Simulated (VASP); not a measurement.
# Ir (Pm-3m) in VASP: further runs

The runs below take Ir through single point, with PBE.

Program: VASP 6.6.1. These are calculated values, not measurements. Logs are shortened: lines on timing, memory, paths and dates and some standing lists are left out, and cuts for length are marked.

## Step 1: The cell of the first run

The structure is cubic, space group Pm-3m (No. 221). Conventional cell: a = 2.513 Å, b = 2.513 Å, c = 2.513 Å, α = 90.00°, β = 90.00°, γ = 90.00°. Within 3.3 Å of Ir (site symmetry m-3m) lie 6 Ir at 2.51 Å.

## Step 2: Single point, PBE

INCAR

```
SYSTEM = Ir
ALGO     = Normal         ! electronic algorithm
EDIFF    = 1E-7           ! SCF threshold, eV
ENCUT    = 520            ! plane-wave cutoff, eV
GGA      = PE             ! functional
ISIF     = 2              ! what is computed and relaxed
ISMEAR   = 1              ! smearing method
LASPH    = .True.         ! aspherical terms in the spheres
LCHARG   = .False.        ! write CHGCAR
LREAL    = .False.        ! projectors in reciprocal space
LWAVE    = .False.        ! write WAVECAR
NBANDS   = 10             ! bands
NELM     = 80             ! most SCF steps
PREC     = Accurate       ! precision mode
SIGMA    = 0.1            ! smearing width, eV
```

KPOINTS

```
k-points
0
Gamma
  19 19 19
  0 0 0
```

POSCAR

```
Ir
1.0
    2.5125843838      0.0000000000      0.0000000000
    0.0000000000      2.5125843838      0.0000000000
    0.0000000000      0.0000000000      2.5125843838
Ir
1
Direct
    0.0000000000      0.0000000000      0.0000000000
```

Potentials or basis: VASP PAW PBE potentials, release 64 (Ir).

Launch:

```
cat potpaw_PBE.64/Ir/POTCAR > POTCAR
mpirun -np 1 vasp_std > vasp.out
```

OUTCAR:

```text
SYSTEM = Ir
   EDIFF = 1E-7
   ENCUT = 520
   GGA = PE
   ISIF = 2
   ISMEAR = 1
   LASPH = .True.
   LREAL = .False.
   NELM = 80
   PREC = Accurate

 ion  position               nearest neighbor table
   1  0.000  0.000  0.000-

  LATTYP: Found a simple cubic cell.
 ALAT       =     2.5125843838

  Lattice vectors:

 A1 = (   2.5125843838,   0.0000000000,   0.0000000000)
 A2 = (   0.0000000000,   2.5125843838,   0.0000000000)
 A3 = (   0.0000000000,   0.0000000000,   2.5125843838)

Analysis of symmetry for initial positions (statically):
=====================================================================
 Subroutine PRICEL returns:
 Original cell was already a primitive cell.

 Routine SETGRP: Setting up the symmetry group for a
 simple cubic supercell.

 Subroutine GETGRP returns: Found 48 space group operations
 (whereof 48 operations were pure point group operations)
 out of a pool of 48 trial point group operations.

The static configuration has the point symmetry O_h .

Analysis of symmetry for dynamics (positions and initial velocities):
=====================================================================
 Subroutine PRICEL returns:
 Original cell was already a primitive cell.

 Routine SETGRP: Setting up the symmetry group for a
 simple cubic supercell.

 Subroutine GETGRP returns: Found 48 space group operations
 (whereof 48 operations were pure point group operations)
 out of a pool of 48 trial point group operations.

The dynamic configuration has the point symmetry O_h .

 Subroutine INISYM returns: Found 48 space group operations
 (whereof 48 operations are pure point group operations),
 and found     1 'primitive' translations

----------------------------------------------------------------------------------------

                                     Primitive cell

  volume of cell :      15.8621

  direct lattice vectors                    reciprocal lattice vectors
     2.512584384  0.000000000  0.000000000     0.397996583  0.000000000  0.000000000
     0.000000000  2.512584384  0.000000000     0.000000000  0.397996583  0.000000000
     0.000000000  0.000000000  2.512584384     0.000000000  0.000000000  0.397996583

  length of vectors
     2.512584384  2.512584384  2.512584384     0.397996583  0.397996583  0.397996583

  position of ions in fractional coordinates (direct lattice)
     0.000000000  0.000000000  0.000000000

  ion indices of the primitive-cell ions
   primitive index   ion index
                 1           1

----------------------------------------------------------------------------------------

 KPOINTS: k-points

Automatic generation of k-mesh.
 Grid dimensions read from file:
 generate k-points for:   19   19   19

 Generating k-lattice:

  Cartesian coordinates                     Fractional coordinates (reciprocal lattice)
     0.020947189  0.000000000  0.000000000     0.052631579  0.000000000  0.000000000
     0.000000000  0.020947189  0.000000000     0.000000000  0.052631579  0.000000000
     0.000000000  0.000000000  0.020947189     0.000000000  0.000000000  0.052631579

  Length of vectors
     0.020947189  0.020947189  0.020947189

  Shift w.r.t. Gamma in fractional coordinates (k-lattice)
     0.000000000  0.000000000  0.000000000

 Subroutine IBZKPT returns following result:
 ===========================================

 Found    220 irreducible k-points:

 Following reciprocal coordinates:
            Coordinates               Weight
  0.000000  0.000000  0.000000      1.000000
  0.052632  0.000000  0.000000      6.000000
  0.105263  0.000000  0.000000      6.000000
  0.157895  0.000000  0.000000      6.000000
  0.210526  0.000000  0.000000      6.000000
  0.263158  0.000000  0.000000      6.000000
[... 16 lines left out ...]
  0.263158  0.105263  0.000000     24.000000
  0.315789  0.105263  0.000000     24.000000
 [... further k-points ...]
   k-points           NKPTS =    220   k-points in BZ     NKDIM =    220   number of bands    NBANDS=     10
   number of dos      NEDOS =    301   number of ions     NIONS =      1
   total plane-waves  NPLWV =   8000
   dimension x,y,z NGX =    20 NGY =   20 NGZ =   20
   dimension x,y,z NGXF=    40 NGYF=   40 NGZF=   40
   ions per type =               1
   NGX,Y,Z   is equivalent  to a cutoff of  13.23, 13.23, 13.23 a.u.
   NGXF,Y,Z  is equivalent  to a cutoff of  26.47, 26.47, 26.47 a.u.
 SYSTEM =  Ir
   PREC   = accura    normal or accurate (medium, high low for compatibility)
   ISTART =      0    job   : 0-new  1-cont  2-samecut
   ICHARG =      2    charge: 1-file 2-atom 10-const
   ISPIN  =      1    spin polarized calculation?
   LNONCOLLINEAR =      F non collinear calculations
   LSORBIT =      F    spin-orbit coupling
   LASPH  =      T    aspherical Exc in radial PAW
   ENCUT  =  520.0 eV  38.22 Ry    6.18 a.u.   4.67  4.67  4.67*2*pi/ulx,y,z
   NELM   =     80;   NELMIN=  2; NELMDL= -5     # of ELM steps
   EDIFF  = 0.1E-06   stopping-criterion for ELM
   LREAL  =      F    real-space projection
   EDIFFG = 0.1E-05   stopping-criterion for IOM
   NSW    =      0    number of steps for IOM
   IBRION =     -1    ionic relax: 0-MD 1-quasi-New 2-CG
   NFREE  =      0    steps in history (QN), initial steepest desc. (CG)
   ISIF   =      2    stress and relaxation
   ISYM   =      2    0-nonsym 1-usesym 2-fastsym
   POTIM  = 0.5000    time-step for ionic-motion
   TEBEG  =    0.0;   TEEND  =   0.0 temperature during run
   PSTRESS=    0.0 pullay stress
   NELECT =       9.0000    total number of electrons
   NUPDOWN=      -1.0000    fix difference up-down
   EMIN   =  10.00;   EMAX   =-10.00  energy-range for DOS
   EFERMI =   0.00;   METHOD = LEGACY
   ISMEAR =     1;   SIGMA  =   0.10  broadening in eV -4-tet -1-fermi 0-gaus
   EFERMI_NEDOS =   21; number of points for ismear=-14 and -15
   IALGO  =     38    algorithm
   IMIX   =      4    mixing-type and parameters
     AMIX     =   0.40;   BMIX     =  1.00
     AMIX_MAG =   1.60;   BMIX_MAG =  1.00
  volume/ion in A,a.u.               =      15.86       107.04
  Fermi-wavevector in a.u.,A,eV,Ry     =   1.355299  2.561143 24.991650  1.836834
  Thomas-Fermi vector in A             =   2.482398
   LORBIT       =      0    0 simple, 1 ext, 2 COOP (PROOUT), +10 PAW based schemes
   GGA     = PE    functional components
   LHFCALC =     F    Hartree Fock is set to
   AEXX    =    0.0000 exact exchange contribution
   IVDW    =     0    specifies the selected vdW correction
   LEPSILON=     F    determine dielectric tensor
   LRPA    =     F    only Hartree local field effects (RPA)
 non-spin polarized calculation
 Methfessel and Paxton  Order N= 1 SIGMA  =   0.10
  energy-cutoff  :      520.00
  volume of cell :       15.86
 maximum number of plane-waves:       449
 NGX is ok and might be reduce to    20
   NGX =  9   NGY =  9   NGZ =  9

 number of electron       9.0000001 magnetization

 Free energy of the ion-electron system (eV)
  ---------------------------------------------------
  ext. energy  EPLUGINS =         0.00000000
  ---------------------------------------------------
  free energy    TOTEN  =        -7.78738610 eV

  energy without entropy =       -7.78723536  energy(sigma->0) =       -7.78733586

 E-fermi :   8.4365     XC(G=0): -13.1419

 val. band max:        8.4315851070   @ k =   0.2105   0.0526   0.0526
 cond. band min:       8.4417861878   @ k =   0.4737   0.2632   0.0526
 fundamental gap:      0.0102010809
 Fermi energy:         8.4365056086

 k-point     1 :       0.0000    0.0000    0.0000
  band No.  band energies     occupation
      1      -1.2688      2.00000
      2       1.9126      2.00000
      3       1.9126      2.00000
      4       9.8885     -0.00000
      5       9.8885     -0.00000
      6       9.8885     -0.00000
      7      24.4818      0.00000
      8      24.4818      0.00000
      9      24.4818      0.00000
     10      30.7640      0.00000

 k-point     2 :       0.0526    0.0000    0.0000
  band No.  band energies     occupation
      1      -1.1765      2.00000
      2       1.9324      2.00000
      3       2.0045      2.00000
      4       9.7795     -0.00000
      5       9.7795     -0.00000
      6       9.8966     -0.00000
      7      23.8697      0.00000
      8      24.6588      0.00000
      9      24.6588      0.00000
     10      31.2013      0.00000

 k-point     3 :       0.1053    0.0000    0.0000
  band No.  band energies     occupation
      1      -0.9137      2.00000
      2       1.9901      2.00000
      3       2.2843      2.00000
      4       9.4770     -0.00000
      5       9.4770     -0.00000
      6       9.9204     -0.00000
      7      22.5055      0.00000
      8      25.1621      0.00000
      9      25.1621      0.00000
     10      31.4844      0.00000

 k-point     4 :       0.1579    0.0000    0.0000
  band No.  band energies     occupation
      1      -0.5201      2.00000
      2       2.0807      2.00000
      3       2.7608      2.00000
      4       9.0404     -0.00000
      5       9.0404     -0.00000
      6       9.9573     -0.00000
      7      20.9373      0.00000
      8      25.9214      0.00000
      9      25.9214      0.00000
     10      30.0341      0.00000
[... 222 lines left out ...]
 k-point    22 :       0.2105    0.1053    0.0000
  band No.  band energies     occupation
      1       0.3115      2.00000
      2       2.4914      2.00000
      3       3.5577      2.00000
      4       8.0830      2.00001
      5       8.5788     -0.06180
      6       9.6229     -0.00000
      7      19.9717      0.00000
      8      24.5398      0.00000
      9      27.5624      0.00000
     10      29.1263      0.00000

 k-point    23 :       0.2632    0.1053    0.0000
  band No.  band energies     occupation
      1       0.7974      2.00000
      2       2.6317      2.00000
      3       4.3349      2.00000
      4       7.6458      2.00000
      5       8.0863      2.00001
      6       9.6786     -0.00000
      7      18.5363      0.00000
      8      25.2642      0.00000
      9      28.1418      0.00000
     10      28.5988      0.00000

 k-point    24 :       0.3158    0.1053    0.0000
  band No.  band energies     occupation
      1       1.2612      2.00000
      2       2.7741      2.00000
      3       5.0487      2.00000
      4       7.4478      2.00000
      5       7.6409      2.00000
      6       9.7342     -0.00000
      7      17.2650      0.00000
      8      25.7951      0.00000
      9      27.4785      0.00000
     10      29.6576      0.00000

 [... further k-points ...]
[... 5 lines left out ...]
  --------------------------------------------------------------------------------------
  -------------------------------------------------------------------------------------
  Total        2.0040467      2.0040467      2.0040467      0.0000000     -0.0000000     -0.0000000
  in kB      202.4214117    202.4214117    202.4214117      0.0000000     -0.0000000     -0.0000000
  external PRESSURE =     202.4214117 kB  Pullay stress =       0.0000000 kB

 VOLUME and BASIS-vectors are now :
 -----------------------------------------------------------------------------
  energy-cutoff  :      520.00
  volume of cell :       15.86
      direct lattice vectors                 reciprocal lattice vectors
     2.512584384  0.000000000  0.000000000     0.397996583  0.000000000  0.000000000
     0.000000000  2.512584384  0.000000000     0.000000000  0.397996583  0.000000000
     0.000000000  0.000000000  2.512584384     0.000000000  0.000000000  0.397996583

 POSITION                                       TOTAL-FORCE (eV/Angst)
 -----------------------------------------------------------------------------------
      0.00000      0.00000      0.00000         0.000000      0.000000      0.000000
 -----------------------------------------------------------------------------------
    total drift:                               -0.000000      0.000000      0.000000

  FREE ENERGIE OF THE ION-ELECTRON SYSTEM (eV)
  ---------------------------------------------------
  free  energy   TOTEN  =        -7.7873861030 eV

  energy  without entropy=       -7.7872353610  energy(sigma->0) =       -7.78733586
```

It took 11 s on 1 thread of Intel Xeon 6975P-C (Granite Rapids), shared host; peak memory 0.15 GiB.

What came out:

```yaml
Free_energy: -7.7874 eV
Pressure: 20.2 GPa
```

Caveat: spin-orbit coupling is left out, which moves the levels of the heavy elements.

[end of part 1 of 2]
